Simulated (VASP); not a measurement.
# ZnB2H (Cmmm) in VASP: single point with PBE

Aim: the single point of ZnB2H with PBE.

Program: VASP 6.6.1. These are calculated values, not measurements. Logs are shortened: lines on timing, memory, paths and dates and some standing lists are left out, and cuts for length are marked.

### Step 1. The cell of the first run

The structure is orthorhombic, space group Cmmm (No. 65). Conventional cell: a = 3.644 Å, b = 4.531 Å, c = 4.540 Å, α = 90.00°, β = 90.00°, γ = 90.00°. Within 2.1 Å of Zn (site symmetry mmm) lie 6 B at 1.60 to 1.94 Å. B (site symmetry m2m) has 1 B at 1.32 Å and 1 Zn at 1.60 Å within 1.8 Å. H (site symmetry mmm) has 4 B at 2.36 Å and 4 H at 2.91 Å and 4 Zn at 2.91 Å within 3.1 Å.

### Step 2. Single point, PBE

Input file INCAR:

```
SYSTEM = ZnB2H
PREC = Accurate
ENCUT = 520
EDIFF = 1E-7
ISMEAR = 0
SIGMA = 0.1
LREAL = .False.
LASPH = .True.
NELM = 60
ALGO = Normal
ISIF = 2
LWAVE = .False.
LCHARG = .False.
GGA = PE
NBANDS = 18
```

Input file KPOINTS:

```
regular mesh
0
Gamma
  6 6 4
  0 0 0
```

Input file POSCAR:

```
ZnB2H
1.0
    1.8219433600     -2.2655391500      0.0000000000
    1.8219433600      2.2655391500      0.0000000000
    0.0000000000      0.0000000000      4.5398493900
Zn B H
1 2 1
Direct
    0.0000000000      0.0000000000      0.0000000000
    0.3540708700      0.6459291300      0.0000000000
    0.6459291300      0.3540708700      0.0000000000
    0.5000000000      0.5000000000      0.5000000000
```

Potentials or basis: VASP PAW PBE potentials, release 64 (Zn, B, H).

The run is started by

```bash
$ cat potpaw_PBE.64/Zn/POTCAR potpaw_PBE.64/B/POTCAR potpaw_PBE.64/H/POTCAR > POTCAR
$ mpirun -np 1 vasp_std > vasp.out
```

OUTCAR:

```text
SYSTEM = ZnB2H
   PREC = Accurate
   ENCUT = 520
   EDIFF = 1E-7
   ISMEAR = 0
   LREAL = .False.
   LASPH = .True.
   NELM = 60
   ISIF = 2
   GGA = PE

 ion  position               nearest neighbor table
   1  0.000  0.000  0.000-   2 1.60   3 1.60   3 1.94   2 1.94   3 1.94   2 1.94
   2  0.354  0.646  0.000-   3 1.32   1 1.60   1 1.94   1 1.94   3 2.05   3 2.05
   3  0.646  0.354  0.000-   2 1.32   1 1.60   1 1.94   1 1.94   2 2.05   2 2.05
   4  0.500  0.500  0.500-

  LATTYP: Found a base centered orthorhombic cell.
 ALAT       =     3.6438867200
 B/A-ratio  =     1.2434739739
 C/A-ratio  =     1.2458810437

  Lattice vectors:

 A1 = (   1.8219433600,  -2.2655391500,   0.0000000000)
 A2 = (   1.8219433600,   2.2655391500,   0.0000000000)
 A3 = (   0.0000000000,   0.0000000000,   4.5398493900)

Analysis of symmetry for initial positions (statically):
=====================================================================
 Subroutine PRICEL returns:
 Original cell was already a primitive cell.

 Routine SETGRP: Setting up the symmetry group for a
 base centered orthorhombic supercell.

 Subroutine GETGRP returns: Found  8 space group operations
 (whereof  8 operations were pure point group operations)
 out of a pool of  8 trial point group operations.

The static configuration has the point symmetry D_2h.

Analysis of symmetry for dynamics (positions and initial velocities):
=====================================================================
 Subroutine PRICEL returns:
 Original cell was already a primitive cell.

 Routine SETGRP: Setting up the symmetry group for a
 base centered orthorhombic supercell.

 Subroutine GETGRP returns: Found  8 space group operations
 (whereof  8 operations were pure point group operations)
 out of a pool of  8 trial point group operations.

The dynamic configuration has the point symmetry D_2h.

 Subroutine INISYM returns: Found  8 space group operations
 (whereof  8 operations are pure point group operations),
 and found     1 'primitive' translations

----------------------------------------------------------------------------------------

                                     Primitive cell

  volume of cell :      37.4781

  direct lattice vectors                    reciprocal lattice vectors
     1.821943360 -2.265539150  0.000000000     0.274432241 -0.220698018  0.000000000
     1.821943360  2.265539150  0.000000000     0.274432241  0.220698018  0.000000000
     0.000000000  0.000000000  4.539849390     0.000000000  0.000000000  0.220271624

  length of vectors
     2.907257341  2.907257341  4.539849390     0.352165686  0.352165686  0.220271624

  position of ions in fractional coordinates (direct lattice)
     0.000000000  0.000000000  0.000000000
     0.354070870  0.645929130  0.000000000
     0.645929130  0.354070870  0.000000000
     0.500000000  0.500000000  0.500000000

  ion indices of the primitive-cell ions
   primitive index   ion index
                 1           1
                 2           2
                 3           3
                 4           4

----------------------------------------------------------------------------------------

 KPOINTS: regular mesh

Automatic generation of k-mesh.
 Grid dimensions read from file:
 generate k-points for:    6    6    4

 Generating k-lattice:

  Cartesian coordinates                     Fractional coordinates (reciprocal lattice)
     0.045738707 -0.036783003  0.000000000     0.166666667  0.000000000  0.000000000
     0.045738707  0.036783003  0.000000000     0.000000000  0.166666667  0.000000000
     0.000000000  0.000000000  0.055067906     0.000000000  0.000000000  0.250000000

  Length of vectors
     0.058694281  0.058694281  0.055067906

  Shift w.r.t. Gamma in fractional coordinates (k-lattice)
     0.000000000  0.000000000  0.000000000

 Subroutine IBZKPT returns following result:
 ===========================================

 Found     39 irreducible k-points:

 Following reciprocal coordinates:
            Coordinates               Weight
  0.000000  0.000000  0.000000      1.000000
  0.166667 -0.000000  0.000000      4.000000
  0.333333  0.000000  0.000000      4.000000
  0.500000  0.000000  0.000000      2.000000
  0.166667  0.166667  0.000000      2.000000
  0.333333  0.166667  0.000000      4.000000
[... 16 lines left out ...]
  0.333333  0.333333  0.250000      4.000000
  0.500000  0.333333  0.250000      8.000000
 [... further k-points ...]
   k-points           NKPTS =     39   k-points in BZ     NKDIM =     39   number of bands    NBANDS=     18
   number of dos      NEDOS =    301   number of ions     NIONS =      4
   total plane-waves  NPLWV =  20736
   dimension x,y,z NGX =    24 NGY =   24 NGZ =   36
   dimension x,y,z NGXF=    48 NGYF=   48 NGZF=   72
   ions per type =               1   2   1
   NGX,Y,Z   is equivalent  to a cutoff of  13.72, 13.72, 13.18 a.u.
   NGXF,Y,Z  is equivalent  to a cutoff of  27.45, 27.45, 26.37 a.u.
 SYSTEM =  ZnB2H
   PREC   = accura    normal or accurate (medium, high low for compatibility)
   ISTART =      0    job   : 0-new  1-cont  2-samecut
   ICHARG =      2    charge: 1-file 2-atom 10-const
   ISPIN  =      1    spin polarized calculation?
   LNONCOLLINEAR =      F non collinear calculations
   LSORBIT =      F    spin-orbit coupling
   LASPH  =      T    aspherical Exc in radial PAW
   ENCUT  =  520.0 eV  38.22 Ry    6.18 a.u.   5.41  5.41  8.44*2*pi/ulx,y,z
   NELM   =     60;   NELMIN=  2; NELMDL= -5     # of ELM steps
   EDIFF  = 0.1E-06   stopping-criterion for ELM
   LREAL  =      F    real-space projection
   EDIFFG = 0.1E-05   stopping-criterion for IOM
   NSW    =      0    number of steps for IOM
   IBRION =     -1    ionic relax: 0-MD 1-quasi-New 2-CG
   NFREE  =      0    steps in history (QN), initial steepest desc. (CG)
   ISIF   =      2    stress and relaxation
   ISYM   =      2    0-nonsym 1-usesym 2-fastsym
   POTIM  = 0.5000    time-step for ionic-motion
   TEBEG  =    0.0;   TEEND  =   0.0 temperature during run
   PSTRESS=    0.0 pullay stress
   NELECT =      19.0000    total number of electrons
   NUPDOWN=      -1.0000    fix difference up-down
   EMIN   =  10.00;   EMAX   =-10.00  energy-range for DOS
   EFERMI =   0.00;   METHOD = LEGACY
   ISMEAR =     0;   SIGMA  =   0.10  broadening in eV -4-tet -1-fermi 0-gaus
   EFERMI_NEDOS =   21; number of points for ismear=-14 and -15
   IALGO  =     38    algorithm
   IMIX   =      4    mixing-type and parameters
     AMIX     =   0.40;   BMIX     =  1.00
     AMIX_MAG =   1.60;   BMIX_MAG =  1.00
  volume/ion in A,a.u.               =       9.37        63.23
  Fermi-wavevector in a.u.,A,eV,Ry     =   1.305369  2.466790 23.184179  1.703989
  Thomas-Fermi vector in A             =   2.436243
   LORBIT       =      0    0 simple, 1 ext, 2 COOP (PROOUT), +10 PAW based schemes
   GGA     = PE    functional components
   LHFCALC =     F    Hartree Fock is set to
   AEXX    =    0.0000 exact exchange contribution
   IVDW    =     0    specifies the selected vdW correction
   LEPSILON=     F    determine dielectric tensor
   LRPA    =     F    only Hartree local field effects (RPA)
 non-spin polarized calculation
 Gauss-broadening in eV      SIGMA  =   0.10
  energy-cutoff  :      520.00
  volume of cell :       37.48
 maximum number of plane-waves:      1036
 NGX is ok and might be reduce to    24
   NGX = 11   NGY = 11   NGZ = 17

 number of electron      19.0000018 magnetization

 Free energy of the ion-electron system (eV)
  ---------------------------------------------------
  ext. energy  EPLUGINS =         0.00000000
  ---------------------------------------------------
  free energy    TOTEN  =        -7.19542418 eV

  energy without entropy =       -7.19337686  energy(sigma->0) =       -7.19440052

 E-fermi :   3.1426     XC(G=0): -10.2312

 val. band max:        2.9870554470   @ k =  -0.3333   0.3333   0.2500
 cond. band min:       3.2172681143   @ k =  -0.3333   0.3333   0.5000
 fundamental gap:      0.2302126673
 Fermi energy:         3.1425989229

 k-point     1 :       0.0000    0.0000    0.0000
  band No.  band energies     occupation
      1     -12.2842      2.00000
      2      -8.9164      2.00000
      3      -8.8276      2.00000
      4      -7.0141      2.00000
      5      -6.5491      2.00000
      6      -6.3809      2.00000
[... 10 lines left out ...]
     17      19.1501      0.00000
     18      19.4845      0.00000

 k-point     2 :       0.1667   -0.0000    0.0000
  band No.  band energies     occupation
      1     -11.8860      2.00000
      2      -8.8942      2.00000
      3      -8.6596      2.00000
      4      -7.1359      2.00000
      5      -6.6323      2.00000
      6      -6.3782      2.00000
[... 10 lines left out ...]
     17      18.7054      0.00000
     18      19.0078      0.00000

 k-point     3 :       0.3333    0.0000    0.0000
  band No.  band energies     occupation
      1     -10.8502      2.00000
      2      -8.8350      2.00000
      3      -8.2397      2.00000
      4      -7.4040      2.00000
      5      -6.6787      2.00000
      6      -6.5083      2.00000
[... 10 lines left out ...]
     17      18.4344      0.00000
     18      19.1108      0.00000

 k-point     4 :       0.5000    0.0000    0.0000
  band No.  band energies     occupation
      1     -10.1064      2.00000
      2      -8.5079      2.00000
      3      -8.1867      2.00000
      4      -7.5285      2.00000
      5      -6.9012      2.00000
      6      -6.6817      2.00000
[... 375 lines left out ...]
      4      -7.2774      2.00000
      5      -6.6022      2.00000
      6      -6.2280      2.00000
[... 10 lines left out ...]
     17      15.2862      0.00000
     18      18.7472      0.00000

 k-point    23 :       0.3333    0.3333    0.2500
  band No.  band energies     occupation
      1      -9.4012      2.00000
      2      -7.9042      2.00000
      3      -7.8704      2.00000
      4      -7.4052      2.00000
      5      -6.9474      2.00000
      6      -6.8873      2.00000
[... 10 lines left out ...]
     17      15.7601      0.00000
     18      17.7148      0.00000

 k-point    24 :       0.5000    0.3333    0.2500
  band No.  band energies     occupation
      1      -9.3796      2.00000
      2      -8.5560      2.00000
      3      -7.5204      2.00000
      4      -7.2422      2.00000
      5      -6.7834      2.00000
      6      -6.1359      2.00000
[... 10 lines left out ...]
     17      16.1106      0.00000
     18      16.4091      0.00000

 [... further k-points ...]

------------------------ aborting loop because EDIFF is reached ----------------------------------------

  FORCE on cell =-STRESS in cart. coord.  units (eV):
  Direction    XX          YY          ZZ          XY          YZ          ZX
  --------------------------------------------------------------------------------------
  -------------------------------------------------------------------------------------
  Total        9.1818213     56.7627351     -2.3056509      0.0000000      0.0000000      0.0000000
  in kB      392.5197687   2426.5878135    -98.5658005      0.0000000      0.0000000      0.0000000
  external PRESSURE =     906.8472606 kB  Pullay stress =       0.0000000 kB

 VOLUME and BASIS-vectors are now :
 -----------------------------------------------------------------------------
  energy-cutoff  :      520.00
  volume of cell :       37.48
      direct lattice vectors                 reciprocal lattice vectors
     1.821943360 -2.265539150  0.000000000     0.274432241 -0.220698018  0.000000000
     1.821943360  2.265539150  0.000000000     0.274432241  0.220698018  0.000000000
     0.000000000  0.000000000  4.539849390     0.000000000  0.000000000  0.220271624

 POSITION                                       TOTAL-FORCE (eV/Angst)
 -----------------------------------------------------------------------------------
      0.00000      0.00000      0.00000        -0.000000     -0.000000     -0.000000
      1.82194      0.66122      0.00000        -0.000000      0.791735      0.000000
      1.82194     -0.66122      0.00000        -0.000000     -0.791735     -0.000000
      1.82194      0.00000      2.26992         0.000000     -0.000000     -0.000000
 -----------------------------------------------------------------------------------
    total drift:                                0.000000      0.000000     -0.000000

  FREE ENERGIE OF THE ION-ELECTRON SYSTEM (eV)
  ---------------------------------------------------
  free  energy   TOTEN  =        -7.1954241842 eV

  energy  without entropy=       -7.1933768602  energy(sigma->0) =       -7.19440052
```

Wall time 62 s (1 thread of AMD EPYC 7R13, shared host); peak memory 0.14 GiB.

What came out:

- Free energy: -7.1954 eV
- Pressure: 90.7 GPa
- Largest force: 0.792 eV/Å

Forces on the atoms (eV/Å):
```
Zn   0.000  0.000  0.000
B    0.000  0.792  0.000
B    0.000 -0.792  0.000
H    0.000  0.000  0.000
```

Stress tensor (GPa, compression positive):
```
 39.25   0.00   0.00
  0.00 242.66   0.00
  0.00   0.00  -9.86
```

Levels at points of the mesh, in eV from the Fermi level:
```tsv
k point	band 8	band 9	band 10	band 11	band 12	band 13
(0.00, 0.00, 0.00)	-2.64	-1.37	-0.50	0.99	1.81	8.72
(0.50, 0.00, 0.00)	-4.24	-1.59	-1.10	0.44	4.88	6.30
(0.50, 0.50, 0.00)	-7.96	-0.94	-0.51	0.64	2.60	6.16
(0.00, 0.00, 0.50)	-1.35	-0.47	0.48	1.04	1.84	8.34
(0.50, 0.00, 0.50)	-4.22	-3.80	-0.85	2.56	5.72	8.60
(0.50, 0.50, 0.50)	-7.93	-2.77	-0.16	1.59	3.10	5.23
```

Caveat: the k points lie up to 0.37 Å⁻¹ apart.
